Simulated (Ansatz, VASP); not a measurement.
Two plane-wave programs on BN

```
B N
1.0
     2.50612    0.00000    0.00000
    -1.25306    2.17037    0.00000
     0.00000    0.00000    6.59736
B N
2 2
Direct
  0.97788 0.95577 0.47090
  0.33333 0.66667 0.00000
  0.00000 0.00000 0.00000
  0.66667 0.33333 0.50000
```

Alike in both runs: task single point; functional PBE; dispersion D3(BJ); k mesh 12 × 12 × 4; occupations gaussian, width 0.05 eV; no spin polarisation.

```csv
,VASP,Ansatz
version,VASP 6.6.1,Ansatz 0.2.0
potentials or method,"VASP PAW PBE potentials, release 64 (B, N), cutoff 520 eV","scalar-relativistic, plane waves, PAW"
valence electrons in the cell,16,16
```

|  | VASP | Ansatz | Ansatz less VASP |
| --- | --- | --- | --- |
| gap on the k mesh at the Fermi level (eV) | 3.83 | 3.83 | +0.003 |
| least direct gap on the mesh (eV) | 4.37 | 4.37 | +0.004 |
| pressure (GPa) | 0.7 | 0.6 | -0.06 |
| traceless stress, the component that is largest in VASP (GPa) | 7.02 | 6.92 | -0.105 |
| rms of the force components (eV/Å) | 1.985 | 1.987 | +0.0018 |

Atom by atom the forces differ by 0.005 eV/Å (rms over components).
